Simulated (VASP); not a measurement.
# SnO (P4/nmm) in VASP: a series of runs

The runs below take SnO through single point, with BLYP, SVWN5.

Everything below comes from runs of VASP 6.6.1. Logs are shortened: lines on timing, memory, paths and dates and some standing lists are left out, and cuts for length are marked.

**1. The cell of the first run**

Symmetry: P4/nmm, No. 129, tetragonal system. The conventional cell has a = 3.814 Å, b = 3.814 Å, c = 4.887 Å, α = 90.00°, β = 90.00°, γ = 90.00°. Sn (site symmetry 4mm) has 4 O at 2.23 Å within 2.9 Å. O (site symmetry -4m2) has 4 Sn at 2.23 Å and 4 O at 2.70 Å within 2.9 Å.

**2. Single point, BLYP**

INCAR

```
  PREC = Accurate
  ENCUT = 520
  EDIFF = 1E-6
  ISMEAR = -1
  SIGMA = 0.05
  LREAL = False
  LASPH = True
  NELM = 60
  ALGO = Normal
  ISIF = 2
  LWAVE = False
  LCHARG = True
  GGA = B5
  ALDAX = 1.0
  AGGAX = 1.0
  AGGAC = 1.0
  ALDAC = 0.0
  LELF = True
  LVHAR = True
  NBANDS = 28
```

KPOINTS

```
regular mesh
0
Gamma
  7 7 6
```

POSCAR

```
SnO
1.0
    3.8136952200      0.0000000000      0.0000000000
    0.0000000000      3.8136952200      0.0000000000
    0.0000000000      0.0000000000      4.8869133000
Sn O
2 2
Direct
    0.5000000000      0.0000000000      0.7646261400
    0.0000000000      0.5000000000      0.2353738600
    0.0000000000      0.0000000000      0.0000000000
    0.5000000000      0.5000000000      0.0000000000
```

Potentials or basis: VASP PAW PBE potentials, release 64 (Sn_d, O).

Run with:

```sh
cat potpaw_PBE.64/Sn_d/POTCAR potpaw_PBE.64/O/POTCAR > POTCAR
mpirun -np 1 vasp_std > vasp.out
```

OUTCAR:

```text
PREC = Accurate
   ENCUT = 520
   EDIFF = 1E-6
   ISMEAR = -1
   LREAL = False
   LASPH = True
   NELM = 60
   ISIF = 2
   GGA = B5

 ion  position               nearest neighbor table
   1  0.500  0.000  0.765-   3 2.23   4 2.23   4 2.23   3 2.23   2 3.54   2 3.54   2 3.54   2 3.54
                             2 3.74   2 3.74   2 3.74   2 3.74
   2  0.000  0.500  0.235-   3 2.23   4 2.23   3 2.23   4 2.23   1 3.54   1 3.54   1 3.54   1 3.54
                             1 3.74   1 3.74   1 3.74   1 3.74
   3  0.000  0.000  0.000-   1 2.23   2 2.23   2 2.23   1 2.23
   4  0.500  0.500  0.000-   1 2.23   2 2.23   1 2.23   2 2.23

  LATTYP: Found a simple tetragonal cell.
 ALAT       =     3.8136952200
 C/A-ratio  =     1.2814116016

  Lattice vectors:

 A1 = (   3.8136952200,   0.0000000000,   0.0000000000)
 A2 = (   0.0000000000,   3.8136952200,   0.0000000000)
 A3 = (   0.0000000000,   0.0000000000,   4.8869133000)

Analysis of symmetry for initial positions (statically):
=====================================================================
 Subroutine PRICEL returns:
 Original cell was already a primitive cell.

 Routine SETGRP: Setting up the symmetry group for a
 simple tetragonal supercell.

 Subroutine GETGRP returns: Found 16 space group operations
 (whereof  8 operations were pure point group operations)
 out of a pool of 16 trial point group operations.

The static configuration has the point symmetry D_2d.
 The point group associated with its full space group is D_4h.

Analysis of symmetry for dynamics (positions and initial velocities):
=====================================================================
 Subroutine PRICEL returns:
 Original cell was already a primitive cell.

 Routine SETGRP: Setting up the symmetry group for a
 simple tetragonal supercell.

 Subroutine GETGRP returns: Found 16 space group operations
 (whereof  8 operations were pure point group operations)
 out of a pool of 16 trial point group operations.

The dynamic configuration has the point symmetry D_2d.
 The point group associated with its full space group is D_4h.

 Subroutine INISYM returns: Found 16 space group operations
 (whereof  8 operations are pure point group operations),
 and found     1 'primitive' translations

----------------------------------------------------------------------------------------

                                     Primitive cell
[... 93 lines left out ...]
   ENCUT  =  520.0 eV  38.22 Ry    6.18 a.u.   7.09  7.09  9.09*2*pi/ulx,y,z
   NELM   =     60;   NELMIN=  2; NELMDL= -5     # of ELM steps
   EDIFF  = 0.1E-05   stopping-criterion for ELM
   LREAL  =      F    real-space projection
   EDIFFG = 0.1E-04   stopping-criterion for IOM
   NSW    =      0    number of steps for IOM
   IBRION =     -1    ionic relax: 0-MD 1-quasi-New 2-CG
   NFREE  =      0    steps in history (QN), initial steepest desc. (CG)
   ISIF   =      2    stress and relaxation
   ISYM   =      2    0-nonsym 1-usesym 2-fastsym
   POTIM  = 0.5000    time-step for ionic-motion
   TEBEG  =    0.0;   TEEND  =   0.0 temperature during run
   PSTRESS=    0.0 pullay stress
   NELECT =      40.0000    total number of electrons
   NUPDOWN=      -1.0000    fix difference up-down
   EMIN   =  10.00;   EMAX   =-10.00  energy-range for DOS
   EFERMI =   0.00;   METHOD = LEGACY
   ISMEAR =    -1;   SIGMA  =   0.05  broadening in eV -4-tet -1-fermi 0-gaus
   EFERMI_NEDOS =   21; number of points for ismear=-14 and -15
   IALGO  =     38    algorithm
   IMIX   =      4    mixing-type and parameters
     AMIX     =   0.40;   BMIX     =  1.00
     AMIX_MAG =   1.60;   BMIX_MAG =  1.00
  volume/ion in A,a.u.               =      17.77       119.91
  Fermi-wavevector in a.u.,A,eV,Ry     =   1.351614  2.554180 24.855939  1.826860
  Thomas-Fermi vector in A             =   2.479021
   LORBIT       =      0    0 simple, 1 ext, 2 COOP (PROOUT), +10 PAW based schemes
   GGA     = B5    functional components
   LHFCALC =     F    Hartree Fock is set to
   AEXX    =    0.0000 exact exchange contribution
   IVDW    =     0    specifies the selected vdW correction
   LEPSILON=     F    determine dielectric tensor
   LRPA    =     F    only Hartree local field effects (RPA)
 non-spin polarized calculation
  energy-cutoff  :      520.00
  volume of cell :       71.08
 maximum number of plane-waves:      1930
   NGX = 15   NGY = 15   NGZ = 19

 number of electron      39.9999978 magnetization

 Free energy of the ion-electron system (eV)
  ---------------------------------------------------
  ext. energy  EPLUGINS =         0.00000000
  ---------------------------------------------------
  free energy    TOTEN  =       -20.93151568 eV

  energy without entropy =      -20.93146255  energy(sigma->0) =      -20.93148912

 E-fermi :   7.6117     XC(G=0):  -9.6202

 val. band max:        7.3311654720   @ k =   0.0000   0.0000   0.0000
 cond. band min:       7.9074279398   @ k =   0.4286   0.4286   0.0000
 fundamental gap:      0.5762624678
 Fermi energy:         7.6116890637

 k-point     1 :       0.0000    0.0000    0.0000
  band No.  band energies     occupation
      1     -14.5687      2.00000
      2     -14.1383      2.00000
      3     -14.1376      2.00000
      4     -14.1376      2.00000
      5     -14.0919      2.00000
      6     -14.0831      2.00000
[... 733 lines left out ...]
     27      16.4663      0.00000
     28      17.3253      0.00000

 [... further k-points ...]

------------------------ aborting loop because EDIFF is reached ----------------------------------------

  FORCE on cell =-STRESS in cart. coord.  units (eV):
  Direction    XX          YY          ZZ          XY          YZ          ZX
  --------------------------------------------------------------------------------------
  -------------------------------------------------------------------------------------
  Total        3.9762889      3.9762889      3.2442228      0.0000000      0.0000000      0.0000000
  in kB       89.6317578     89.6317578     73.1298444      0.0000000      0.0000000      0.0000000
  external PRESSURE =      84.1311200 kB  Pullay stress =       0.0000000 kB

 VOLUME and BASIS-vectors are now :
 -----------------------------------------------------------------------------
  energy-cutoff  :      520.00
  volume of cell :       71.08
      direct lattice vectors                 reciprocal lattice vectors
     3.813695220  0.000000000  0.000000000     0.262212878  0.000000000  0.000000000
     0.000000000  3.813695220  0.000000000     0.000000000  0.262212878  0.000000000
     0.000000000  0.000000000  4.886913300     0.000000000  0.000000000  0.204628144

 POSITION                                       TOTAL-FORCE (eV/Angst)
 -----------------------------------------------------------------------------------
      1.90685      0.00000      3.73666        -0.000000     -0.000000     -0.649461
      0.00000      1.90685      1.15025         0.000000     -0.000000      0.649461
      0.00000      0.00000      0.00000         0.000000      0.000000     -0.000000
      1.90685      1.90685      0.00000         0.000000     -0.000000     -0.000000
 -----------------------------------------------------------------------------------
    total drift:                                0.000000      0.000000      0.000000

  FREE ENERGIE OF THE ION-ELECTRON SYSTEM (eV)
  ---------------------------------------------------
  free  energy   TOTEN  =       -20.9315156835 eV

  energy  without entropy=      -20.9314625544  energy(sigma->0) =      -20.93148912
```

Wall time 1.8 min (1 thread of Intel Xeon 8259CL, shared host); peak memory 0.21 GiB.

What came out:

```
Free energy            : -20.9315 eV
Pressure               : 8.4 GPa
Largest force          : 0.649 eV/Å
Band gap on the k mesh : 0.58 eV (least direct gap 2.20 eV)
```

Forces on the atoms (eV/Å):
```
Sn   0.000  0.000 -0.649
Sn   0.000  0.000  0.649
O    0.000  0.000  0.000
O    0.000  0.000  0.000
```

Caveat: the cell stands under pressure; the PAW data sets were made with another functional, which shifts forces and pressure a little; spin-orbit coupling is left out, which moves the levels of the heavy elements; an odd mesh through Γ misses points on the zone boundary, where band edges can lie.

**3. Single point, SVWN5**

INCAR

```
SYSTEM = SnO
  ALGO = Normal
  EDIFF = 1E-6
  ENCUT = 520
  GGA = VW
  ISIF = 2
  ISMEAR = -1
  LASPH = .True.
  LCHARG = .True.
  LELF = .True.
  LREAL = .False.
  LVHAR = .True.
  LWAVE = .False.
  NBANDS = 28
  NELM = 100
  PREC = Accurate
  SIGMA = 0.05
```

KPOINTS

```
k-points
0
Gamma
  7 7 6
  0 0 0
```

POSCAR is that of step 2.

Potentials or basis: VASP PAW PBE potentials, release 64 (Sn_d, O).

Run with:

```sh
cat potpaw_PBE.64/Sn_d/POTCAR potpaw_PBE.64/O/POTCAR > POTCAR
mpirun -np 1 vasp_std > vasp.out
```

Run time: 97 s. Hardware: 1 thread of Intel Xeon 8259CL, shared host; peak memory 0.19 GiB.

It converged, with:

```yaml
Free_energy: -25.6923 eV
Pressure: -3.1 GPa
Largest_force: 0.155 eV/Å
Band_gap_on_the_k_mesh: 0.47 eV (least direct gap 1.98 eV)
```

Forces in eV/Å, atoms in the order of the input:
```
Sn   0.000  0.000  0.155
Sn   0.000  0.000 -0.155
O    0.000  0.000  0.000
O    0.000  0.000  0.000
```

Stress tensor (GPa, compression positive):
```
-3.31  0.00  0.00
 0.00 -3.31  0.00
 0.00  0.00 -2.79
```

Levels at points of the mesh, in eV from the valence-band top:
```
           k point  band 18  band 19  band 20  band 21  band 22  band 23
(0.00, 0.00, 0.00)    -3.07    -3.07     0.00     2.05     4.18     4.81
(0.00, 0.00, 0.50)    -3.09    -3.09    -2.08     1.56     3.05     3.05
```

Caveat: the cell stands under tension; the PAW data sets were made with another functional, which shifts forces and pressure a little; spin-orbit coupling is left out, which moves the levels of the heavy elements; an odd mesh through Γ misses points on the zone boundary, where band edges can lie.

**4. Single point, BLYP**

This run uses another cell than the first one, of 18.12 Å³/atom.

INCAR

```
SYSTEM = SnO
PREC = Accurate
ENCUT = 520
EDIFF = 1E-6
ISMEAR = -1
SIGMA = 0.05
LREAL = .False.
LASPH = .True.
NELM = 100
ALGO = Normal
ISIF = 2
LWAVE = .False.
LCHARG = .False.
GGA = B5
ALDAX = 1.0
AGGAX = 1.0
AGGAC = 1.0
ALDAC = 0.0
NBANDS = 28
```

KPOINTS

```
Automatic mesh
0
Gamma
  7 7 6
  0 0 0
```

POSCAR

```
SnO
1.0
    3.8389522158      0.0000000000      0.0000000000
    0.0000000000      3.8389522158      0.0000000000
    0.0000000000      0.0000000000      4.9192779074
Sn O
2 2
Direct
    0.5000000000      0.0000000000      0.7646261400
    0.0000000000      0.5000000000      0.2353738600
    0.0000000000      0.0000000000      0.0000000000
    0.5000000000      0.5000000000      0.0000000000
```

Run with:

```sh
cat potpaw_PBE.64/Sn_d/POTCAR potpaw_PBE.64/O/POTCAR > POTCAR
mpirun -np 1 vasp_std > vasp.out
```

It took 2.7 min on 1 thread of Intel Xeon 8259CL, shared host; peak memory 0.22 GiB.

Results (log left out):

```yaml
Free_energy: -20.9982 eV
Pressure: 6.3 GPa
Largest_force: 0.370 eV/Å
Band_gap_on_the_k_mesh: 0.64 eV (least direct gap 2.17 eV)
```

Forces on the atoms (eV/Å):
```
Sn   0.000  0.000 -0.370
Sn   0.000  0.000  0.370
O    0.000  0.000  0.000
O    0.000  0.000  0.000
```

Stress tensor (GPa, compression positive):
```
6.69 0.00 0.00
0.00 6.69 0.00
0.00 0.00 5.52
```

Levels at points of the mesh, in eV from the valence-band top:
```
           k point  band 16  band 17  band 18  band 19  band 20  band 21  band 22  band 23  band 24  band 25
(0.00, 0.00, 0.00)    -5.92    -3.24    -2.96    -2.96     0.00     2.17     4.40     4.79     4.79     5.69
(0.00, 0.00, 0.50)    -3.30    -3.23    -2.98    -2.98    -2.02     1.85     3.14     3.14     3.81     7.94
```

Caveat: the cell stands under pressure; the PAW data sets were made with another functional, which shifts forces and pressure a little; spin-orbit coupling is left out, which moves the levels of the heavy elements; an odd mesh through Γ misses points on the zone boundary, where band edges can lie.

**5. Single point, SVWN5**

This run uses another cell than the first one, of 18.12 Å³/atom.

INCAR

```
SYSTEM = SnO
ALGO = Normal
EDIFF = 1E-7
ENCUT = 520
GGA = VW
ISIF = 2
ISMEAR = -1
LASPH = .TRUE.
LCHARG = .FALSE.
LREAL = .FALSE.
LWAVE = .FALSE.
NBANDS = 28
NELM = 80
PREC = Accurate
SIGMA = 0.05
```

KPOINTS

```
k-points
0
G
  7 7 6
  0 0 0
```

POSCAR is that of step 4.

Run with:

```sh
cat potpaw_PBE.64/Sn_d/POTCAR potpaw_PBE.64/O/POTCAR > POTCAR
mpirun -np 1 vasp_std > vasp.out
```

Run time: 2 min. Hardware: 1 thread of Intel Xeon 8259CL, shared host; peak memory 0.2 GiB.

It converged, with:

| Quantity | Value |
| --- | --- |
| Free energy | -25.6585 eV |
| Pressure | -4.8 GPa |
| Largest force | 0.417 eV/Å |
| Band gap on the k mesh | 0.53 eV (least direct gap 1.98 eV) |

Forces on the atoms (eV/Å):
```
Sn   0.000  0.000  0.417
Sn   0.000  0.000 -0.417
O    0.000  0.000  0.000
O    0.000  0.000  0.000
```

Stress tensor (GPa, compression positive):
```
-5.13  0.00  0.00
 0.00 -5.13  0.00
 0.00  0.00 -4.17
```

Levels at points of the mesh, in eV from the valence-band top:
| k point | band 16 | band 17 | band 18 | band 19 | band 20 | band 21 | band 22 | band 23 | band 24 | band 25 |
| --- | --- | --- | --- | --- | --- | --- | --- | --- | --- | --- |
| (0.00, 0.00, 0.00) | -5.99 | -3.21 | -2.93 | -2.93 | 0.00 | 2.02 | 4.20 | 4.80 | 4.80 | 5.58 |
| (0.00, 0.00, 0.50) | -3.28 | -3.22 | -2.95 | -2.95 | -1.97 | 1.58 | 3.08 | 3.08 | 3.72 | 7.85 |

Caveat: the cell stands under tension; the PAW data sets were made with another functional, which shifts forces and pressure a little; spin-orbit coupling is left out, which moves the levels of the heavy elements; an odd mesh through Γ misses points on the zone boundary, where band edges can lie.

**6. Overview**

| level | cell | gap on the mesh (eV) | pressure (GPa) | largest force (eV/Å) |
| --- | --- | --- | --- | --- |
| BLYP | a = 3.814, b = 3.814, c = 4.887 Å, 4 atoms | 0.58 | 8.4 | 0.65 |
| SVWN5 | a = 3.814, b = 3.814, c = 4.887 Å, 4 atoms | 0.47 | -3.1 | 0.15 |
| BLYP | a = 3.839, b = 3.839, c = 4.919 Å, 4 atoms | 0.64 | 6.3 | 0.37 |
| SVWN5 | a = 3.839, b = 3.839, c = 4.919 Å, 4 atoms | 0.53 | -4.8 | 0.42 |

Alike in all rows: task single point; potentials or basis VASP PAW PBE potentials, release 64 (Sn_d, O); no spin polarisation; k mesh 7 × 7 × 6; cutoff (eV) 520; smearing fermi-dirac 0.05 eV.

Caveats: the PAW data sets were made with another functional, which shifts forces and pressure a little; spin-orbit coupling is left out, which moves the levels of the heavy elements; an odd mesh through Γ misses points on the zone boundary, where band edges can lie; the cell stands under pressure (at least some runs); the cell stands under tension (at least some runs).

Absolute energies hang on the potentials; compare differences alone.
